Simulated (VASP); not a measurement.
# ScBiTe3 (P4/mmm) in VASP: relaxation of cell and atoms with PBE

Aim: the relaxation of cell and atoms of ScBiTe3 with PBE.

Program: VASP 6.6.1. These are calculated values, not measurements. Logs are shortened: lines on timing, memory, paths and dates and some standing lists are left out, and cuts for length are marked.

## (1) The cell of the first run

The structure is tetragonal, space group P4/mmm (No. 123). Conventional cell: a = 6.077 Å, b = 6.077 Å, c = 5.526 Å, α = 90.00°, β = 90.00°, γ = 90.00°. Sc (site symmetry 4/mmm) has 6 Te at 2.76 to 3.04 Å within 3.6 Å. Within 4.0 Å of Bi (site symmetry 4/mmm) lie 4 Te at 3.04 Å. Within 4.3 Å of Te (site symmetry mmm) lie 2 Sc at 3.04 Å and 2 Bi at 3.04 Å and 8 Te at 4.11 to 4.30 Å. Within 3.6 Å of Te (site symmetry 4/mmm) lie 2 Sc at 2.76 Å.

The cell was built from a structure type or drawn by symmetry, and may not be a known phase.

## (2) Relaxation of cell and atoms, PBE

Contents of INCAR:

```
SYSTEM = ScBiTe3
PREC = Accurate ; ENCUT = 600
EDIFF = 1E-7 ; ISMEAR = 0
SIGMA = 0.1 ; LREAL = .False.
LASPH = .True. ; NELM = 80
ALGO = Normal ; ISIF = 3
LWAVE = .False. ; LCHARG = .False.
GGA = PE ; IBRION = 2
NSW = 100 ; EDIFFG = -0.01
```

Contents of KPOINTS:

```
regular mesh
0
Gamma
  6 6 8
  0 0 0
```

Contents of POSCAR:

```
ScBiTe3
1.0
    6.0769414318      0.0000000000      0.0000000000
    0.0000000000      6.0769414318      0.0000000000
    0.0000000000      0.0000000000      5.5259797817
Sc Bi Te
1 1 3
Direct
    0.5000000000      0.5000000000      0.0000000000
    0.0000000000      0.0000000000      0.0000000000
    0.0000000000      0.5000000000      0.0000000000
    0.5000000000      0.0000000000      0.0000000000
    0.5000000000      0.5000000000      0.5000000000
```

Potentials or basis: VASP PAW PBE potentials, release 64 (Sc_sv, Bi_d, Te).

Launch:

```console
cat potpaw_PBE.64/Sc_sv/POTCAR potpaw_PBE.64/Bi_d/POTCAR potpaw_PBE.64/Te/POTCAR > POTCAR
mpirun -np 1 vasp_std > vasp.out
```

OUTCAR:

```text
SYSTEM = ScBiTe3
   PREC = Accurate
   ENCUT = 600
   EDIFF = 1E-7
   ISMEAR = 0
   LREAL = .False.
   LASPH = .True.
   NELM = 80
   ISIF = 3
   GGA = PE
   IBRION = 2
   NSW = 100
   EDIFFG = -0.01

 ion  position               nearest neighbor table
   1  0.500  0.500  0.000-   5 2.76   5 2.76   3 3.04   4 3.04   4 3.04   3 3.04
   2  0.000  0.000  0.000-   3 3.04   4 3.04   3 3.04   4 3.04
   3  0.000  0.500  0.000-   1 3.04   2 3.04   2 3.04   1 3.04
   4  0.500  0.000  0.000-   1 3.04   2 3.04   1 3.04   2 3.04
   5  0.500  0.500  0.500-   1 2.76   1 2.76

  LATTYP: Found a simple tetragonal cell.
 ALAT       =     6.0769414318
 C/A-ratio  =     0.9093356985

  Lattice vectors:

 A1 = (   6.0769414318,   0.0000000000,   0.0000000000)
 A2 = (   0.0000000000,   6.0769414318,   0.0000000000)
 A3 = (   0.0000000000,   0.0000000000,   5.5259797817)

Analysis of symmetry for initial positions (statically):
=====================================================================
 Subroutine PRICEL returns:
 Original cell was already a primitive cell.

 Routine SETGRP: Setting up the symmetry group for a
 simple tetragonal supercell.

 Subroutine GETGRP returns: Found 16 space group operations
 (whereof 16 operations were pure point group operations)
 out of a pool of 16 trial point group operations.

The static configuration has the point symmetry D_4h.

Analysis of symmetry for dynamics (positions and initial velocities):
=====================================================================
 Subroutine PRICEL returns:
 Original cell was already a primitive cell.

 Routine SETGRP: Setting up the symmetry group for a
 simple tetragonal supercell.

 Subroutine GETGRP returns: Found 16 space group operations
 (whereof 16 operations were pure point group operations)
 out of a pool of 16 trial point group operations.

The dynamic configuration has the point symmetry D_4h.

 Subroutine INISYM returns: Found 16 space group operations
 (whereof 16 operations are pure point group operations),
 and found     1 'primitive' translations

----------------------------------------------------------------------------------------

                                     Primitive cell

  volume of cell :     204.0701

  direct lattice vectors                    reciprocal lattice vectors
     6.076941432  0.000000000  0.000000000     0.164556465  0.000000000  0.000000000
     0.000000000  6.076941432  0.000000000     0.000000000  0.164556465  0.000000000
[... 101 lines left out ...]
   PSTRESS=    0.0 pullay stress
   NELECT =      44.0000    total number of electrons
   NUPDOWN=      -1.0000    fix difference up-down
   EMIN   =  10.00;   EMAX   =-10.00  energy-range for DOS
   EFERMI =   0.00;   METHOD = LEGACY
   ISMEAR =     0;   SIGMA  =   0.10  broadening in eV -4-tet -1-fermi 0-gaus
   EFERMI_NEDOS =   21; number of points for ismear=-14 and -15
   IALGO  =     38    algorithm
   IMIX   =      4    mixing-type and parameters
     AMIX     =   0.40;   BMIX     =  1.00
     AMIX_MAG =   1.60;   BMIX_MAG =  1.00
  volume/ion in A,a.u.               =      40.81       275.43
  Fermi-wavevector in a.u.,A,eV,Ry     =   0.981671  1.855089 13.111632  0.963678
  Thomas-Fermi vector in A             =   2.112695
   LORBIT       =      0    0 simple, 1 ext, 2 COOP (PROOUT), +10 PAW based schemes
   GGA     = PE    functional components
   LHFCALC =     F    Hartree Fock is set to
   AEXX    =    0.0000 exact exchange contribution
   IVDW    =     0    specifies the selected vdW correction
   LEPSILON=     F    determine dielectric tensor
   LRPA    =     F    only Hartree local field effects (RPA)
 conjugate gradient relaxation of ions
 non-spin polarized calculation
 Gauss-broadening in eV      SIGMA  =   0.10
  energy-cutoff  :      600.00
  volume of cell :      204.07
 maximum number of plane-waves:      6848
 NGX is ok and might be reduce to    50
   NGX = 25   NGY = 25   NGZ = 23

--------------------------------------- Ionic step        1  -------------------------------------------

 number of electron      43.9999994 magnetization

 Free energy of the ion-electron system (eV)
  ---------------------------------------------------
  ext. energy  EPLUGINS =         0.00000000
  ---------------------------------------------------
  free energy    TOTEN  =       -21.23007257 eV

  energy without entropy =      -21.21436483  energy(sigma->0) =      -21.22221870

------------------------ aborting loop because EDIFF is reached ----------------------------------------

  FORCE on cell =-STRESS in cart. coord.  units (eV):
  Direction    XX          YY          ZZ          XY          YZ          ZX
  --------------------------------------------------------------------------------------
  -------------------------------------------------------------------------------------
  Total       -0.6169917     -0.6169917     -0.0084099      0.0000000      0.0000000      0.0000000
  in kB       -4.8440709     -4.8440709     -0.0660268      0.0000000      0.0000000      0.0000000
  external PRESSURE =      -3.2513895 kB  Pullay stress =       0.0000000 kB
[... 104 lines left out ...]
--------------------------------------- Ionic step        4  -------------------------------------------

 number of electron      43.9999999 magnetization

 Free energy of the ion-electron system (eV)
  ---------------------------------------------------
  ext. energy  EPLUGINS =         0.00000000
  ---------------------------------------------------
  free energy    TOTEN  =       -21.23287704 eV

  energy without entropy =      -21.21750658  energy(sigma->0) =      -21.22519181

 E-fermi :   3.2669     XC(G=0):  -8.0245

 val. band max:        3.2148935739   @ k =   0.5000   0.5000   0.2500
 cond. band min:       3.2755252319   @ k =   0.3333   0.3333   0.1250
 fundamental gap:      0.0606316580
 Fermi energy:         3.2669478815

 k-point     1 :       0.0000    0.0000    0.0000
  band No.  band energies     occupation
      1     -46.8306      2.00000
      2     -25.5098      2.00000
      3     -25.5098      2.00000
      4     -25.3365      2.00000
      5     -20.0508      2.00000
      6     -20.0151      2.00000
[... 685 lines left out ...]
     25       4.7463      0.00000
     26       5.0818      0.00000

 [... further k-points ...]

------------------------ aborting loop because EDIFF is reached ----------------------------------------

  FORCE on cell =-STRESS in cart. coord.  units (eV):
  Direction    XX          YY          ZZ          XY          YZ          ZX
  --------------------------------------------------------------------------------------
  -------------------------------------------------------------------------------------
  Total        0.0020353      0.0020353      0.0089036      0.0000000      0.0000000      0.0000000
  in kB        0.0161155      0.0161155      0.0704985      0.0000000      0.0000000      0.0000000
  external PRESSURE =       0.0342432 kB  Pullay stress =       0.0000000 kB
[... 20 lines left out ...]
  FREE ENERGIE OF THE ION-ELECTRON SYSTEM (eV)
  ---------------------------------------------------
  free  energy   TOTEN  =       -21.2328770435 eV

  energy  without entropy=      -21.2175065775  energy(sigma->0) =      -21.22519181

 reached required accuracy - stopping structural energy minimisation
```

OSZICAR:

```text
N       E                     dE             d eps       ncg     rms          rms(c)
DAV:   1     0.505063770207E+03    0.50506E+03   -0.20382E+04  2608   0.167E+03
[... 41 lines left out ...]
DAV:   1    -0.212330703238E+02   -0.21546E-03   -0.71316E-03  3120   0.921E-01    0.713E-02
DAV:   2    -0.212329311551E+02    0.13917E-03   -0.41538E-04  3554   0.242E-01    0.351E-02
DAV:   3    -0.212328877885E+02    0.43367E-04   -0.98636E-05  3004   0.664E-02    0.143E-02
DAV:   4    -0.212328783754E+02    0.94131E-05   -0.24728E-05  3602   0.445E-02    0.899E-03
DAV:   5    -0.212328776231E+02    0.75228E-06   -0.28789E-06  3684   0.136E-02    0.621E-03
DAV:   6    -0.212328771880E+02    0.43515E-06   -0.43561E-07  2732   0.557E-03    0.252E-03
DAV:   7    -0.212328770201E+02    0.16787E-06   -0.10746E-07  1750   0.280E-03    0.597E-04
DAV:   8    -0.212328770435E+02   -0.23392E-07   -0.37318E-08  1522   0.234E-03
   4 F= -.21232877E+02 E0= -.21225192E+02  d E =-.222249E-04
```

It took 39 min on 1 thread of AMD EPYC 7R13, shared host; peak memory 0.59 GiB.

What came out:

- Free energy: -21.2329 eV
- Relaxed volume: 40.47 Å³/atom
- Relaxed cell: a = 6.050 Å, b = 6.050 Å, c = 5.529 Å, α = 90.00°, β = 90.00°, γ = 90.00°
- Space group after relaxing (to 0.1 Å): P4/mmm (No. 123)
- Energy gained by relaxing: 0.6 meV/atom
- Ionic steps: 4
- Pressure after relaxing: 0.0 GPa
- Band gap on the k mesh: zero (bands 22 and 23 overlap by 0.65 eV)

Step by step:
| step | energy change (eV) | largest force (eV/Å) | pressure (GPa) | volume (Å³) |
| --- | --- | --- | --- | --- |
| 1 | 0.0000 | 0.0000 | -0.33 | 204.07 |
| 2 | -0.0025 | 0.0000 | 0.14 | 201.63 |
| 3 | -0.0028 | 0.0000 | 0.02 | 202.24 |
| 4 | -0.0028 | 0.0000 | 0.00 | 202.35 |

Final structure:
```xyz
5
Lattice="6.0496 0.0000 0.0000 0.0000 6.0496 0.0000 0.0000 0.0000 5.5290" Properties=species:S:1:pos:R:3 pbc="T T T"
Sc    3.0248    3.0248    0.0000
Bi    0.0000    0.0000    0.0000
Te    0.0000    3.0248    0.0000
Te    3.0248    0.0000    0.0000
Te    3.0248    3.0248    2.7645
```

Caveat: spin-orbit coupling is left out, which moves the levels of the heavy elements.
